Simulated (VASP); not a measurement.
# CdSe (F-43m) in VASP: further runs

CdSe is run at these levels: LDA; tasks: single point, relaxation of cell and atoms.

All numbers are computed with VASP 6.6.1; they aren't measurements. Logs are shortened: lines on timing, memory, paths and dates and some standing lists are left out, and cuts for length are marked.

## 1. The cell of the first run

The structure is cubic, space group F-43m (No. 216). The conventional cell has a = 6.008 Å, b = 6.008 Å, c = 6.008 Å, α = 90.00°, β = 90.00°, γ = 90.00°. Cd (site symmetry -43m) has 4 Se at 2.60 Å within 3.4 Å. Se (site symmetry -43m) has 4 Cd at 2.60 Å within 3.4 Å.

## 2. Single point, LDA

File INCAR:

```
  ALGO = Normal
  EDIFF = 1E-7
  ENCUT = 520
  GGA = CA
  ISIF = 2
  ISMEAR = -1
  LASPH = T
  LCHARG = F
  LREAL = F
  LWAVE = F
  NBANDS = 16
  NELM = 60
  PREC = Accurate
  SIGMA = 0.1
```

File KPOINTS:

```
k-points
0
Gamma
  10 10 10
```

File POSCAR:

```
CdSe
1.0
    3.0039936764      3.0039936764      0.0000000000
   -3.0039936764      3.0039936764      0.0000000000
    0.0000000000      3.0039936764      3.0039936764
Cd Se
1 1
Direct
    0.0000000000      0.0000000000      0.0000000000
    0.7500000000      0.2500000000      0.5000000000
```

Potentials or basis: VASP PAW LDA potentials, release 64 (Cd, Se).

On the command line:

```sh
cat potpaw_LDA.64/Cd/POTCAR potpaw_LDA.64/Se/POTCAR > POTCAR
mpirun -np 1 vasp_std > vasp.out
```

OUTCAR:

```text
EDIFF = 1E-7
   ENCUT = 520
   GGA = CA
   ISIF = 2
   ISMEAR = -1
   LASPH = T
   LREAL = F
   NELM = 60
   PREC = Accurate

 ion  position               nearest neighbor table
   1  0.000  0.000  0.000-   2 2.60   2 2.60   2 2.60   2 2.60
   2  0.750  0.250  0.500-   1 2.60   1 2.60   1 2.60   1 2.60

  LATTYP: Found a face centered cubic cell.
 ALAT       =     6.0079873528

  Lattice vectors:

 A1 = (   0.0000000000,   3.0039936764,   3.0039936764)
 A2 = (   3.0039936764,   0.0000000000,   3.0039936764)
 A3 = (   3.0039936764,   3.0039936764,   0.0000000000)

Analysis of symmetry for initial positions (statically):
=====================================================================
 Subroutine PRICEL returns:
 Original cell was already a primitive cell.

 Routine SETGRP: Setting up the symmetry group for a
 face centered cubic supercell.

 Subroutine GETGRP returns: Found 24 space group operations
 (whereof 24 operations were pure point group operations)
 out of a pool of 48 trial point group operations.

The static configuration has the point symmetry T_d .

Analysis of symmetry for dynamics (positions and initial velocities):
=====================================================================
 Subroutine PRICEL returns:
 Original cell was already a primitive cell.

 Routine SETGRP: Setting up the symmetry group for a
 face centered cubic supercell.

 Subroutine GETGRP returns: Found 24 space group operations
 (whereof 24 operations were pure point group operations)
 out of a pool of 48 trial point group operations.

The dynamic configuration has the point symmetry T_d .

 Subroutine INISYM returns: Found 24 space group operations
 (whereof 24 operations are pure point group operations),
 and found     1 'primitive' translations

----------------------------------------------------------------------------------------

                                     Primitive cell

  volume of cell :      54.2159

  direct lattice vectors                    reciprocal lattice vectors
     3.003993676  3.003993676  0.000000000     0.166445091  0.166445091 -0.166445091
    -3.003993676  3.003993676  0.000000000    -0.166445091  0.166445091 -0.166445091
     0.000000000  3.003993676  3.003993676     0.000000000  0.000000000  0.332890181

  length of vectors
     4.248288598  4.248288598  4.248288598     0.288291354  0.288291354  0.332890181

  position of ions in fractional coordinates (direct lattice)
     0.000000000  0.000000000  0.000000000
     0.750000000  0.250000000  0.500000000

  ion indices of the primitive-cell ions
   primitive index   ion index
                 1           1
                 2           2

----------------------------------------------------------------------------------------

 KPOINTS: k-points

Automatic generation of k-mesh.
 Grid dimensions read from file:
 generate k-points for:   10   10   10

 Generating k-lattice:

  Cartesian coordinates                     Fractional coordinates (reciprocal lattice)
     0.016644509  0.016644509 -0.016644509     0.100000000  0.000000000  0.000000000
    -0.016644509  0.016644509 -0.016644509     0.000000000  0.100000000  0.000000000
     0.000000000  0.000000000  0.033289018     0.000000000  0.000000000  0.100000000

  Length of vectors
     0.028829135  0.028829135  0.033289018

  Shift w.r.t. Gamma in fractional coordinates (k-lattice)
     0.000000000  0.000000000  0.000000000

 Subroutine IBZKPT returns following result:
 ===========================================

 Found     47 irreducible k-points:

 Following reciprocal coordinates:
            Coordinates               Weight
  0.000000  0.000000  0.000000      1.000000
  0.100000  0.000000  0.000000      8.000000
  0.200000  0.000000  0.000000      8.000000
  0.300000  0.000000  0.000000      8.000000
  0.400000  0.000000  0.000000      8.000000
  0.500000  0.000000  0.000000      4.000000
[... 16 lines left out ...]
  0.300000  0.300000  0.000000     12.000000
  0.400000  0.300000  0.000000     24.000000
 [... further k-points ...]
   k-points           NKPTS =     47   k-points in BZ     NKDIM =     47   number of bands    NBANDS=     16
   number of dos      NEDOS =    301   number of ions     NIONS =      2
   total plane-waves  NPLWV =  32768
   dimension x,y,z NGX =    32 NGY =   32 NGZ =   32
   dimension x,y,z NGXF=    64 NGYF=   64 NGZF=   64
   ions per type =               1   1
   NGX,Y,Z   is equivalent  to a cutoff of  12.52, 12.52, 12.52 a.u.
   NGXF,Y,Z  is equivalent  to a cutoff of  25.04, 25.04, 25.04 a.u.
 SYSTEM =  unknown system
   PREC   = accura    normal or accurate (medium, high low for compatibility)
   ISTART =      0    job   : 0-new  1-cont  2-samecut
   ICHARG =      2    charge: 1-file 2-atom 10-const
   ISPIN  =      1    spin polarized calculation?
   LNONCOLLINEAR =      F non collinear calculations
   LSORBIT =      F    spin-orbit coupling
   LASPH  =      T    aspherical Exc in radial PAW
   ENCUT  =  520.0 eV  38.22 Ry    6.18 a.u.   7.90  7.90  7.90*2*pi/ulx,y,z
   NELM   =     60;   NELMIN=  2; NELMDL= -5     # of ELM steps
   EDIFF  = 0.1E-06   stopping-criterion for ELM
   LREAL  =      F    real-space projection
   EDIFFG = 0.1E-05   stopping-criterion for IOM
   NSW    =      0    number of steps for IOM
   IBRION =     -1    ionic relax: 0-MD 1-quasi-New 2-CG
   NFREE  =      0    steps in history (QN), initial steepest desc. (CG)
   ISIF   =      2    stress and relaxation
   ISYM   =      2    0-nonsym 1-usesym 2-fastsym
   POTIM  = 0.5000    time-step for ionic-motion
   TEBEG  =    0.0;   TEEND  =   0.0 temperature during run
   PSTRESS=    0.0 pullay stress
   NELECT =      18.0000    total number of electrons
   NUPDOWN=      -1.0000    fix difference up-down
   EMIN   =  10.00;   EMAX   =-10.00  energy-range for DOS
   EFERMI =   0.00;   METHOD = LEGACY
   ISMEAR =    -1;   SIGMA  =   0.10  broadening in eV -4-tet -1-fermi 0-gaus
   EFERMI_NEDOS =   21; number of points for ismear=-14 and -15
   IALGO  =     38    algorithm
   IMIX   =      4    mixing-type and parameters
     AMIX     =   0.40;   BMIX     =  1.00
     AMIX_MAG =   1.60;   BMIX_MAG =  1.00
  volume/ion in A,a.u.               =      27.11       182.93
  Fermi-wavevector in a.u.,A,eV,Ry     =   1.133592  2.142178 17.483896  1.285030
  Thomas-Fermi vector in A             =   2.270295
   LORBIT       =      0    0 simple, 1 ext, 2 COOP (PROOUT), +10 PAW based schemes
   GGA     = CA    functional components
   LHFCALC =     F    Hartree Fock is set to
   AEXX    =    0.0000 exact exchange contribution
   IVDW    =     0    specifies the selected vdW correction
   LEPSILON=     F    determine dielectric tensor
   LRPA    =     F    only Hartree local field effects (RPA)
 non-spin polarized calculation
  energy-cutoff  :      520.00
  volume of cell :       54.22
 maximum number of plane-waves:      1476
   NGX = 15   NGY = 15   NGZ = 15

 number of electron      17.9999994 magnetization

 Free energy of the ion-electron system (eV)
  ---------------------------------------------------
  ext. energy  EPLUGINS =         0.00000000
  ---------------------------------------------------
  free energy    TOTEN  =        -6.76248805 eV

  energy without entropy =       -6.76191039  energy(sigma->0) =       -6.76219922

 E-fermi :   1.5013     XC(G=0):  -9.4547

 val. band max:        1.1202984669   @ k =   0.0000   0.0000   0.0000
 cond. band min:       1.5592047800   @ k =   0.0000   0.0000   0.0000
 fundamental gap:      0.4389063132
 Fermi energy:         1.5013050015

 k-point     1 :       0.0000    0.0000    0.0000
  band No.  band energies     occupation
      1     -11.7421      2.00000
      2      -6.9673      2.00000
      3      -6.9673      2.00000
      4      -6.9673      2.00000
      5      -6.5463      2.00000
      6      -6.5463      2.00000
[... 8 lines left out ...]
     15      12.2979      0.00000
     16      12.2979      0.00000

 k-point     2 :       0.1000    0.0000    0.0000
  band No.  band energies     occupation
      1     -11.7033      2.00000
      2      -6.9547      2.00000
      3      -6.9547      2.00000
      4      -6.9370      2.00000
      5      -6.5472      2.00000
      6      -6.5472      2.00000
[... 8 lines left out ...]
     15      11.5959      0.00000
     16      11.5959      0.00000

 k-point     3 :       0.2000    0.0000    0.0000
  band No.  band energies     occupation
      1     -11.6010      2.00000
      2      -6.9235      2.00000
      3      -6.9235      2.00000
      4      -6.8340      2.00000
      5      -6.5470      2.00000
      6      -6.5470      2.00000
[... 8 lines left out ...]
     15      11.1300      0.00000
     16      11.3176      0.00000

 k-point     4 :       0.3000    0.0000    0.0000
  band No.  band energies     occupation
      1     -11.4727      2.00000
      2      -6.8904      2.00000
      3      -6.8904      2.00000
      4      -6.6374      2.00000
      5      -6.5397      2.00000
      6      -6.5397      2.00000
[... 8 lines left out ...]
     15      11.4049      0.00000
     16      11.4049      0.00000

 k-point     5 :       0.4000    0.0000    0.0000
  band No.  band energies     occupation
      1     -11.3680      2.00000
      2      -6.8692      2.00000
      3      -6.8692      2.00000
      4      -6.5268      2.00000
      5      -6.5268      2.00000
      6      -6.3746      2.00000
[... 8 lines left out ...]
     15      12.3719      0.00000
     16      12.3719      0.00000

 k-point     6 :       0.5000    0.0000    0.0000
  band No.  band energies     occupation
      1     -11.3279      2.00000
      2      -6.8626      2.00000
      3      -6.8626      2.00000
      4      -6.5200      2.00000
      5      -6.5200      2.00000
      6      -6.2255      2.00000
[... 8 lines left out ...]
     15      13.3092      0.00000
     16      13.3092      0.00000
[... 267 lines left out ...]
 k-point    21 :      -0.3000    0.2000    0.0000
  band No.  band energies     occupation
      1     -11.4567      2.00000
      2      -6.8565      2.00000
      3      -6.8346      2.00000
      4      -6.7530      2.00000
      5      -6.5480      2.00000
      6      -6.5140      2.00000
[... 8 lines left out ...]
     15      12.7166      0.00000
     16      13.6102      0.00000

 k-point    22 :      -0.2000    0.2000    0.0000
  band No.  band energies     occupation
      1     -11.5545      2.00000
      2      -6.8758      2.00000
      3      -6.8758      2.00000
      4      -6.8614      2.00000
      5      -6.5697      2.00000
      6      -6.5234      2.00000
[... 8 lines left out ...]
     15      12.6312      0.00000
     16      13.4561      0.00000

 k-point    23 :       0.3000    0.3000    0.0000
  band No.  band energies     occupation
      1     -11.2616      2.00000
      2      -6.8195      2.00000
      3      -6.7814      2.00000
      4      -6.5730      2.00000
      5      -6.5444      2.00000
      6      -6.1498      2.00000
[... 8 lines left out ...]
     15      11.3827      0.00000
     16      14.9235      0.00000

 k-point    24 :       0.4000    0.3000    0.0000
  band No.  band energies     occupation
      1     -11.2282      2.00000
      2      -6.8065      2.00000
      3      -6.7466      2.00000
      4      -6.6047      2.00000
      5      -6.5221      2.00000
      6      -6.0732      2.00000
[... 8 lines left out ...]
     15      12.4265      0.00000
     16      14.7668      0.00000

 [... further k-points ...]
[... 5 lines left out ...]
  --------------------------------------------------------------------------------------
  -------------------------------------------------------------------------------------
  Total        0.1647569      0.1647569      0.1647569      0.0000000      0.0000000      0.0000000
  in kB        4.8688573      4.8688573      4.8688573      0.0000000      0.0000000      0.0000000
  external PRESSURE =       4.8688573 kB  Pullay stress =       0.0000000 kB

 VOLUME and BASIS-vectors are now :
 -----------------------------------------------------------------------------
  energy-cutoff  :      520.00
  volume of cell :       54.22
      direct lattice vectors                 reciprocal lattice vectors
     3.003993676  3.003993676  0.000000000     0.166445091  0.166445091 -0.166445091
    -3.003993676  3.003993676  0.000000000    -0.166445091  0.166445091 -0.166445091
     0.000000000  3.003993676  3.003993676     0.000000000  0.000000000  0.332890181

 POSITION                                       TOTAL-FORCE (eV/Angst)
 -----------------------------------------------------------------------------------
      0.00000      0.00000      0.00000         0.000000      0.000000     -0.000000
      1.50200      4.50599      1.50200        -0.000000     -0.000000      0.000000
 -----------------------------------------------------------------------------------
    total drift:                                0.000000     -0.000000      0.000000

  FREE ENERGIE OF THE ION-ELECTRON SYSTEM (eV)
  ---------------------------------------------------
  free  energy   TOTEN  =        -6.7624880512 eV

  energy  without entropy=       -6.7619103852  energy(sigma->0) =       -6.76219922
```

Run time: 68 s. Hardware: 1 thread of AMD EPYC 7R13, shared host; peak memory 0.15 GiB.

Results:

```yaml
Free_energy: -6.7625 eV
Pressure: 0.5 GPa
Band_gap_on_the_k_mesh: 0.44 eV, direct
```

## 3. Relaxation of cell and atoms, LDA

This run uses another cell than the first one, of 28.94 Å³/atom, 1.068 times its volume.

File INCAR:

```
PREC = Accurate ; ENCUT = 600
EDIFF = 1E-6 ; ISMEAR = -1
SIGMA = 0.1 ; LREAL = False
LASPH = True ; NELM = 100
ALGO = Normal ; ISIF = 3
LWAVE = False ; LCHARG = False
IBRION = 2 ; NSW = 100
EDIFFG = -0.002
```

File KPOINTS:

```
regular mesh
0
Gamma
  10 10 10
```

File POSCAR:

```
CdSe
1.0
    3.0702711986      3.0702711986      0.0000000000
   -3.0702711986      3.0702711986      0.0000000000
    0.0000000000      3.0702711986      3.0702711986
Cd Se
1 1
Direct
    0.0000000000      0.0000000000      0.0000000000
    0.7500000000      0.2500000000      0.5000000000
```

Potentials or basis: VASP PAW LDA potentials, release 64 (Cd, Se).

On the command line:

```sh
cat potpaw_LDA.64/Cd/POTCAR potpaw_LDA.64/Se/POTCAR > POTCAR
mpirun -np 1 vasp_std > vasp.out
```

It took 4.9 min on 1 thread of AMD EPYC 7R13, shared host; peak memory 0.18 GiB.

Results (log left out):

```
Free energy                            : -6.7639 eV
Relaxed volume                         : 27.31 Å³/atom
Relaxed cell                           : a = 4.259 Å, b = 4.259 Å, c = 4.259 Å, α = 60.00°, β = 60.00°, γ = 90.00°
Space group after relaxing (to 0.05 Å) : F-43m (No. 216)
Energy gained by relaxing              : 15.7 meV/atom
Ionic steps                            : 7
Pressure after relaxing                : 0.0 GPa
Band gap on the k mesh                 : 0.42 eV, direct
```

The path:
```csv
step,energy change (eV),largest force (eV/Å),pressure (GPa),volume (Å³)
1,0.0000,0.0000,-2.92,57.88
2,-0.0277,0.0000,1.17,53.58
3,-0.0315,0.0000,-0.01,54.62
4,-0.0315,0.0000,0.08,54.55
5,-0.0315,0.0000,-0.06,54.66
6,-0.0315,0.0000,0.01,54.62
7,-0.0315,0.0000,0.00,54.63
```

Final structure:
```
Cd Se
1.0
     3.01153    3.01153    0.00000
    -3.01153    3.01153    0.00000
     0.00000    3.01153    3.01153
Cd Se
1 1
Direct
  0.00000 0.00000 0.00000
  0.75000 0.25000 0.50000
```

Levels at points of the mesh, in eV from the valence-band top:
```tsv
k point	band 7	band 8	band 9	band 10	band 11	band 12
(0.00, 0.00, 0.00)	0.00	0.00	0.00	0.42	5.80	5.80
(0.50, 0.00, 0.00)	-4.66	-0.81	-0.81	2.23	6.32	6.32
(0.50, 0.50, 0.00)	-4.30	-1.99	-1.99	2.88	3.64	9.02
```

A hybrid or GW would open this gap; LDA tends to underestimate it.
